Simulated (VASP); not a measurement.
# Ti (Im-3m) in VASP: notebook, part 2 of 2

VASP 6.6.1. The steps go on from the part before.

**3. Electric field gradients, PBEsol (volume scaled by 1.05)**

INCAR reads:

```
PREC = Accurate ; ENCUT = 520
EDIFF = 1E-8 ; ISMEAR = -1
SIGMA = 0.05 ; LREAL = F
LASPH = T ; NELM = 100
ALGO = Normal ; ISIF = 2
LWAVE = F ; LCHARG = F
GGA = PS ; LEFG = T
NBANDS = 12
```

KPOINTS reads:

```
Automatic mesh
0
Gamma
  14 14 14
```

POSCAR reads:

```
Ti
1.0
   -1.6679064215      1.6679064215      1.6679064215
    1.6679064215     -1.6679064215      1.6679064215
    1.6679064215      1.6679064215     -1.6679064215
Ti
1
Direct
    0.0000000000      0.0000000000      0.0000000000
```

Potentials or basis: VASP PAW PBE potentials, release 64 (Ti_sv).

On the command line:

```bash
cat potpaw_PBE.64/Ti_sv/POTCAR > POTCAR
mpirun -np 1 vasp_std > vasp.out
```

OUTCAR:

```text
PREC = Accurate
   ENCUT = 520
   EDIFF = 1E-8
   ISMEAR = -1
   LREAL = F
   LASPH = T
   NELM = 100
   ISIF = 2
   GGA = PS

 ion  position               nearest neighbor table
   1  0.000  0.000  0.000-

  LATTYP: Found a body centered cubic cell.
 ALAT       =     3.3358128430

  Lattice vectors:

 A1 = (  -1.6679064215,   1.6679064215,   1.6679064215)
 A2 = (   1.6679064215,  -1.6679064215,   1.6679064215)
 A3 = (   1.6679064215,   1.6679064215,  -1.6679064215)

Analysis of symmetry for initial positions (statically):
=====================================================================
 Subroutine PRICEL returns:
 Original cell was already a primitive cell.

 Routine SETGRP: Setting up the symmetry group for a
 body centered cubic supercell.

 Subroutine GETGRP returns: Found 48 space group operations
 (whereof 48 operations were pure point group operations)
 out of a pool of 48 trial point group operations.

The static configuration has the point symmetry O_h .

Analysis of symmetry for dynamics (positions and initial velocities):
=====================================================================
 Subroutine PRICEL returns:
 Original cell was already a primitive cell.

 Routine SETGRP: Setting up the symmetry group for a
 body centered cubic supercell.

 Subroutine GETGRP returns: Found 48 space group operations
 (whereof 48 operations were pure point group operations)
 out of a pool of 48 trial point group operations.

The dynamic configuration has the point symmetry O_h .

 Subroutine INISYM returns: Found 48 space group operations
[... 152 lines left out ...]
      1     -49.1440      2.00000
      2     -25.1641      2.00000
      3     -25.1641      2.00000
      4     -25.1641      2.00000
      5       1.4878      2.00000
      6       8.2111      0.00000
      7       8.2111      0.00000
      8       8.2111      0.00000
      9       9.8419      0.00000
     10       9.8419      0.00000
     11      24.2423      0.00000
     12      24.2423      0.00000
[... 331 lines left out ...]
 k-point    24 :       0.3571    0.2857    0.0000
  band No.  band energies     occupation
      1     -49.0300      2.00000
      2     -25.5812      2.00000
      3     -25.4962      2.00000
      4     -25.2308      2.00000
      5       6.2581      2.00000
      6       6.7876      1.99990
      7       6.9296      1.99833
      8       9.9273      0.00000
      9      10.1379      0.00000
     10      13.9122      0.00000
     11      15.1362      0.00000
     12      16.1155      0.00000

 [... further k-points ...]
[... 5 lines left out ...]
  --------------------------------------------------------------------------------------
  -------------------------------------------------------------------------------------
  Total       -1.2486006     -1.2486006     -1.2486006     -0.0000000      0.0000000      0.0000000
  in kB     -107.7851934   -107.7851934   -107.7851934     -0.0000000      0.0000000      0.0000000
  external PRESSURE =    -107.7851934 kB  Pullay stress =       0.0000000 kB

 VOLUME and BASIS-vectors are now :
 -----------------------------------------------------------------------------
  energy-cutoff  :      520.00
  volume of cell :       18.56
      direct lattice vectors                 reciprocal lattice vectors
    -1.667906421  1.667906421  1.667906421     0.000000000  0.299777010  0.299777010
     1.667906421 -1.667906421  1.667906421     0.299777010  0.000000000  0.299777010
     1.667906421  1.667906421 -1.667906421     0.299777010  0.299777010  0.000000000

 POSITION                                       TOTAL-FORCE (eV/Angst)
 -----------------------------------------------------------------------------------
      0.00000      0.00000      0.00000         0.000000      0.000000     -0.000000
 -----------------------------------------------------------------------------------
    total drift:                                0.000000      0.000000     -0.000000

  FREE ENERGIE OF THE ION-ELECTRON SYSTEM (eV)
  ---------------------------------------------------
  free  energy   TOTEN  =        -8.1691847144 eV

  energy  without entropy=       -8.1474304138  energy(sigma->0) =       -8.15830756

 Electric field gradients (V/A^2)
---------------------------------------------------------------------
 ion       V_xx      V_yy      V_zz      V_xy      V_xz      V_yz
---------------------------------------------------------------------
   1       0.000    -0.000    -0.000     0.001     0.001     0.001
---------------------------------------------------------------------

 Electric field gradients after diagonalization (V/A^2)
 (convention: |V_zz| > |V_xx| > |V_yy|)
----------------------------------------------------------------------
 ion       V_xx      V_yy      V_zz     asymmetry (V_yy - V_xx)/ V_zz
----------------------------------------------------------------------
   1      -0.001    -0.001     0.002       0.000
----------------------------------------------------------------------

           NMR quadrupolar parameters

 Cq : quadrupolar parameter    Cq=e*Q*V_zz/h
 eta: asymmetry parameters     (V_yy - V_xx)/ V_zz
 Q  : nuclear electric quadrupole moment in mb (millibarn)
----------------------------------------------------------------------
 ion       Cq(MHz)       eta       Q (mb)
----------------------------------------------------------------------
   1       0.000       0.000       1.000
----------------------------------------------------------------------
```

stdout:

```text
POSCAR found type information on POSCAR Ti
 POSCAR found :  1 types and       1 ions
 scaLAPACK will be used
 -----------------------------------------------------------------------------
|                                                                             |
|                                                                             |
|     You enforced a specific xc type in the INCAR file but a different       |
|     I HOPE YOU KNOW WHAT YOU ARE DOING!                                     |
|                                                                             |
 -----------------------------------------------------------------------------

 LDA part: xc-table for (Slater+PW92), standard interpolation
 POSCAR, INCAR and KPOINTS ok, starting setup
 FFT: planning ... GRIDC
 FFT: planning ... GRID_SOFT
 FFT: planning ... GRID
 WAVECAR not read
 entering main loop
ion   1
```

Wall time 8.7 s (1 thread of Intel Xeon 6975P-C (Granite Rapids), shared host); peak memory 0.14 GiB.

What came out:

```yaml
Free_energy: -8.1692 eV
Pressure: -10.8 GPa
Band_gap_on_the_k_mesh: zero (band 6 reaches 8.21 eV, above the bottom of band 7 at 6.66 eV)
```

Levels at points of the mesh, in eV from the Fermi level:
```
           k point  band 2  band 3  band 4  band 5  band 6  band 7  band 8  band 9  band 10  band 11
(0.00, 0.00, 0.00)  -32.45  -32.45  -32.45   -5.80    0.93    0.93    0.93    2.56     2.56    16.96
(0.50, 0.00, 0.00)  -33.00  -32.62  -32.45   -2.30   -0.34    0.98    2.53    2.86     3.94     8.07
(0.50, 0.50, 0.50)  -32.83  -32.83  -32.83   -1.89   -1.89    3.62    3.62    3.62     7.84     7.84
```

Caveat: without QUAD_EFG the Cq values of the log hold for a quadrupole moment of 1 mb, not for the nuclei; the PAW data sets were made with another functional, which shifts forces and pressure a little.

**4. Electric field gradients, PBEsol (volume scaled by 1.05)**

INCAR reads:

```
SYSTEM = Ti
ALGO = Normal
EDIFF = 1E-8
ENCUT = 520
GGA = PS
ISIF = 2
ISMEAR = -1
LASPH = .TRUE.
LCHARG = .FALSE.
LEFG = .TRUE.
LREAL = .FALSE.
LWAVE = .FALSE.
NBANDS = 12
NELM = 60
PREC = Accurate
SIGMA = 0.05
```

KPOINTS reads:

```
k-points
0
G
  14 14 14
  0 0 0
```

POSCAR is that of step 3.

Potentials or basis: VASP PAW PBE potentials, release 64 (Ti_sv).

On the command line:

```bash
cat potpaw_PBE.64/Ti_sv/POTCAR > POTCAR
mpirun -np 1 vasp_std > vasp.out
```

OUTCAR:

```text
SYSTEM = Ti
   EDIFF = 1E-8
   ENCUT = 520
   GGA = PS
   ISIF = 2
   ISMEAR = -1
   LASPH = .TRUE.
   LREAL = .FALSE.
   NELM = 60
   PREC = Accurate

 ion  position               nearest neighbor table
   1  0.000  0.000  0.000-

  LATTYP: Found a body centered cubic cell.
 ALAT       =     3.3358128430

  Lattice vectors:

 A1 = (  -1.6679064215,   1.6679064215,   1.6679064215)
 A2 = (   1.6679064215,  -1.6679064215,   1.6679064215)
 A3 = (   1.6679064215,   1.6679064215,  -1.6679064215)

Analysis of symmetry for initial positions (statically):
=====================================================================
 Subroutine PRICEL returns:
 Original cell was already a primitive cell.

 Routine SETGRP: Setting up the symmetry group for a
 body centered cubic supercell.

 Subroutine GETGRP returns: Found 48 space group operations
 (whereof 48 operations were pure point group operations)
[... 540 lines left out ...]

 VOLUME and BASIS-vectors are now :
 -----------------------------------------------------------------------------
  energy-cutoff  :      520.00
  volume of cell :       18.56
      direct lattice vectors                 reciprocal lattice vectors
    -1.667906421  1.667906421  1.667906421     0.000000000  0.299777010  0.299777010
     1.667906421 -1.667906421  1.667906421     0.299777010  0.000000000  0.299777010
     1.667906421  1.667906421 -1.667906421     0.299777010  0.299777010  0.000000000

 POSITION                                       TOTAL-FORCE (eV/Angst)
 -----------------------------------------------------------------------------------
      0.00000      0.00000      0.00000         0.000000      0.000000     -0.000000
 -----------------------------------------------------------------------------------
    total drift:                                0.000000      0.000000     -0.000000

  FREE ENERGIE OF THE ION-ELECTRON SYSTEM (eV)
  ---------------------------------------------------
  free  energy   TOTEN  =        -8.1691847144 eV

  energy  without entropy=       -8.1474304138  energy(sigma->0) =       -8.15830756

 Electric field gradients (V/A^2)
---------------------------------------------------------------------
 ion       V_xx      V_yy      V_zz      V_xy      V_xz      V_yz
---------------------------------------------------------------------
   1       0.000    -0.000    -0.000     0.001     0.001     0.001
---------------------------------------------------------------------

 Electric field gradients after diagonalization (V/A^2)
 (convention: |V_zz| > |V_xx| > |V_yy|)
----------------------------------------------------------------------
 ion       V_xx      V_yy      V_zz     asymmetry (V_yy - V_xx)/ V_zz
----------------------------------------------------------------------
   1      -0.001    -0.001     0.002       0.000
----------------------------------------------------------------------

           NMR quadrupolar parameters

 Cq : quadrupolar parameter    Cq=e*Q*V_zz/h
 eta: asymmetry parameters     (V_yy - V_xx)/ V_zz
 Q  : nuclear electric quadrupole moment in mb (millibarn)
----------------------------------------------------------------------
 ion       Cq(MHz)       eta       Q (mb)
----------------------------------------------------------------------
   1       0.000       0.000       1.000
----------------------------------------------------------------------
```

OSZICAR:

```text
N       E                     dE             d eps       ncg     rms          rms(c)
DAV:   1     0.858759707451E+02    0.85876E+02   -0.64808E+03  2508   0.118E+03
DAV:   2    -0.516861332635E+01   -0.91045E+02   -0.88841E+02  2544   0.294E+02
DAV:   3    -0.939957606638E+01   -0.42310E+01   -0.41838E+01  3504   0.642E+01
DAV:   4    -0.948332552827E+01   -0.83749E-01   -0.83666E-01  2820   0.811E+00
DAV:   5    -0.948532268540E+01   -0.19972E-02   -0.19971E-02  3028   0.111E+00    0.824E+00
DAV:   6    -0.816729493289E+01    0.13180E+01   -0.34157E+00  2688   0.247E+01    0.189E+00
DAV:   7    -0.816315845965E+01    0.41365E-02   -0.70047E-02  2876   0.253E+00    0.119E+00
DAV:   8    -0.816877818077E+01   -0.56197E-02   -0.32763E-02  2712   0.211E+00    0.941E-02
DAV:   9    -0.816914792870E+01   -0.36975E-03   -0.13981E-03  2992   0.364E-01    0.601E-02
DAV:  10    -0.816918971934E+01   -0.41791E-04   -0.24554E-04  2720   0.143E-01    0.155E-02
DAV:  11    -0.816918462834E+01    0.50910E-05   -0.30529E-05  2832   0.744E-02    0.100E-02
DAV:  12    -0.816918460635E+01    0.21988E-07   -0.21442E-06  3164   0.153E-02    0.687E-04
DAV:  13    -0.816918484711E+01   -0.24076E-06   -0.16668E-07  2900   0.425E-03    0.189E-03
DAV:  14    -0.816918473719E+01    0.10992E-06   -0.48519E-08  2616   0.288E-03    0.370E-04
DAV:  15    -0.816918471476E+01    0.22429E-07   -0.25499E-09  1588   0.612E-04    0.392E-05
DAV:  16    -0.816918471439E+01    0.37085E-09   -0.48391E-10  1328   0.231E-04
   1 F= -.81691847E+01 E0= -.81583076E+01  d E =-.217543E-01
```

Wall time 8.8 s (1 thread of Intel Xeon 6975P-C (Granite Rapids), shared host); peak memory 0.15 GiB.

Results:

```yaml
Free_energy: -8.1692 eV
Pressure: -10.8 GPa
Band_gap_on_the_k_mesh: zero (band 6 reaches 8.21 eV, above the bottom of band 7 at 6.66 eV)
```

Levels at points of the mesh, in eV from the Fermi level:
| k point | band 3 | band 4 | band 5 | band 6 | band 7 | band 8 | band 9 | band 10 |
| --- | --- | --- | --- | --- | --- | --- | --- | --- |
| (0.00, 0.00, 0.00) | -32.45 | -32.45 | -5.80 | 0.93 | 0.93 | 0.93 | 2.56 | 2.56 |
| (0.50, 0.00, 0.00) | -32.62 | -32.45 | -2.30 | -0.34 | 0.98 | 2.53 | 2.86 | 3.94 |
| (0.50, 0.50, 0.50) | -32.83 | -32.83 | -1.89 | -1.89 | 3.62 | 3.62 | 3.62 | 7.84 |

Caveat: without QUAD_EFG the Cq values of the log hold for a quadrupole moment of 1 mb, not for the nuclei; the PAW data sets were made with another functional, which shifts forces and pressure a little.

**5. Electric field gradients, PBEsol (volume scaled by 1.02)**

INCAR reads:

```
SYSTEM = Ti
  PREC = Accurate
  ENCUT = 520
  EDIFF = 1E-8
  ISMEAR = -1
  SIGMA = 0.05
  LREAL = .False.
  LASPH = .True.
  NELM = 80
  ALGO = Normal
  ISIF = 2
  LWAVE = .False.
  LCHARG = .False.
  GGA = PS
  LEFG = .True.
  NBANDS = 12
```

KPOINTS reads:

```
Automatic mesh
0
Gamma
  14 14 14
  0 0 0
```

POSCAR reads:

```
Ti
1.0
   -1.6518678664      1.6518678664      1.6518678664
    1.6518678664     -1.6518678664      1.6518678664
    1.6518678664      1.6518678664     -1.6518678664
Ti
1
Direct
    0.0000000000      0.0000000000      0.0000000000
```

Potentials or basis: VASP PAW PBE potentials, release 64 (Ti_sv).

On the command line:

```bash
cat potpaw_PBE.64/Ti_sv/POTCAR > POTCAR
mpirun -np 1 vasp_std > vasp.out
```

OUTCAR:

```text
SYSTEM = Ti
   PREC = Accurate
   ENCUT = 520
   EDIFF = 1E-8
   ISMEAR = -1
   LREAL = .False.
   LASPH = .True.
   NELM = 80
   ISIF = 2
   GGA = PS

 ion  position               nearest neighbor table
   1  0.000  0.000  0.000-

  LATTYP: Found a body centered cubic cell.
 ALAT       =     3.3037357328

  Lattice vectors:

 A1 = (  -1.6518678664,   1.6518678664,   1.6518678664)
 A2 = (   1.6518678664,  -1.6518678664,   1.6518678664)
 A3 = (   1.6518678664,   1.6518678664,  -1.6518678664)

[... 564 lines left out ...]
    total drift:                               -0.000000      0.000000      0.000000

  FREE ENERGIE OF THE ION-ELECTRON SYSTEM (eV)
  ---------------------------------------------------
  free  energy   TOTEN  =        -8.2010035609 eV

  energy  without entropy=       -8.1798261970  energy(sigma->0) =       -8.19041488

 Electric field gradients (V/A^2)
---------------------------------------------------------------------
 ion       V_xx      V_yy      V_zz      V_xy      V_xz      V_yz
---------------------------------------------------------------------
   1      -0.000    -0.000    -0.000     0.001     0.001     0.001
---------------------------------------------------------------------

 Electric field gradients after diagonalization (V/A^2)
 (convention: |V_zz| > |V_xx| > |V_yy|)
----------------------------------------------------------------------
 ion       V_xx      V_yy      V_zz     asymmetry (V_yy - V_xx)/ V_zz
----------------------------------------------------------------------
   1      -0.001    -0.001     0.002       0.000
----------------------------------------------------------------------

           NMR quadrupolar parameters

 Cq : quadrupolar parameter    Cq=e*Q*V_zz/h
 eta: asymmetry parameters     (V_yy - V_xx)/ V_zz
 Q  : nuclear electric quadrupole moment in mb (millibarn)
----------------------------------------------------------------------
 ion       Cq(MHz)       eta       Q (mb)
----------------------------------------------------------------------
   1       0.000       0.000       1.000
----------------------------------------------------------------------
```

OSZICAR:

```text
N       E                     dE             d eps       ncg     rms          rms(c)
DAV:   1     0.871605458048E+02    0.87161E+02   -0.64586E+03  2496   0.118E+03
DAV:   2    -0.507617259672E+01   -0.92237E+02   -0.90104E+02  2540   0.297E+02
DAV:   3    -0.935944049152E+01   -0.42833E+01   -0.42378E+01  3524   0.646E+01
DAV:   4    -0.945627778176E+01   -0.96837E-01   -0.96719E-01  2820   0.820E+00
DAV:   5    -0.945858613822E+01   -0.23084E-02   -0.23082E-02  2888   0.112E+00    0.841E+00
DAV:   6    -0.819827438315E+01    0.12603E+01   -0.31496E+00  2692   0.243E+01    0.196E+00
DAV:   7    -0.819377945998E+01    0.44949E-02   -0.72150E-02  2920   0.263E+00    0.122E+00
DAV:   8    -0.820059114680E+01   -0.68117E-02   -0.34444E-02  2696   0.216E+00    0.973E-02
DAV:   9    -0.820096578197E+01   -0.37464E-03   -0.16501E-03  2980   0.391E-01    0.652E-02
DAV:  10    -0.820101104687E+01   -0.45265E-04   -0.26914E-04  2688   0.158E-01    0.178E-02
DAV:  11    -0.820100348770E+01    0.75592E-05   -0.33844E-05  2828   0.816E-02    0.984E-03
DAV:  12    -0.820100348099E+01    0.67075E-08   -0.21738E-06  3144   0.153E-02    0.642E-04
DAV:  13    -0.820100372056E+01   -0.23956E-06   -0.17944E-07  2904   0.419E-03    0.221E-03
DAV:  14    -0.820100357647E+01    0.14409E-06   -0.76692E-08  2600   0.362E-03    0.250E-04
DAV:  15    -0.820100356251E+01    0.13958E-07   -0.17428E-09  1644   0.491E-04    0.490E-05
DAV:  16    -0.820100356092E+01    0.15925E-08   -0.38157E-10  1332   0.224E-04
   1 F= -.82010036E+01 E0= -.81904149E+01  d E =-.211774E-01
```

stdout:

```text
POSCAR found type information on POSCAR Ti
 POSCAR found :  1 types and       1 ions
 scaLAPACK will be used
 -----------------------------------------------------------------------------
|                                                                             |
|                                                                             |
|     You enforced a specific xc type in the INCAR file but a different       |
|     I HOPE YOU KNOW WHAT YOU ARE DOING!                                     |
|                                                                             |
 -----------------------------------------------------------------------------

 LDA part: xc-table for (Slater+PW92), standard interpolation
 POSCAR, INCAR and KPOINTS ok, starting setup
 FFT: planning ... GRIDC
 FFT: planning ... GRID_SOFT
 FFT: planning ... GRID
 WAVECAR not read
 entering main loop
ion   1
```

Run time: 8.4 s. Hardware: 1 thread of Intel Xeon 6975P-C (Granite Rapids), shared host; peak memory 0.14 GiB.

Results:

```yaml
Free_energy: -8.2010 eV
Pressure: -8.5 GPa
Band_gap_on_the_k_mesh: zero (band 6 reaches 8.52 eV, above the bottom of band 7 at 6.93 eV)
```

Caveat: without QUAD_EFG the Cq values of the log hold for a quadrupole moment of 1 mb, not for the nuclei; the PAW data sets were made with another functional, which shifts forces and pressure a little.

**6. Overview**

| cell | gap on the mesh (eV) | pressure (GPa) |
| --- | --- | --- |
| a = 2.866 Å, angles 109.5°, 1 atom | none | -8.9 |
| a = 2.889 Å, angles 109.5°, 1 atom | none | -10.8 |
| a = 2.861 Å, angles 109.5°, 1 atom | none | -8.5 |

Alike in all rows: task electric field gradients; level PBEsol; potentials or basis VASP PAW PBE potentials, release 64 (Ti_sv); no spin polarisation; k mesh 14 × 14 × 14; cutoff (eV) 520; smearing fermi-dirac 0.05 eV.

Caveats: the PAW data sets were made with another functional, which shifts forces and pressure a little.

Absolute energies hang on the potentials; compare differences alone.
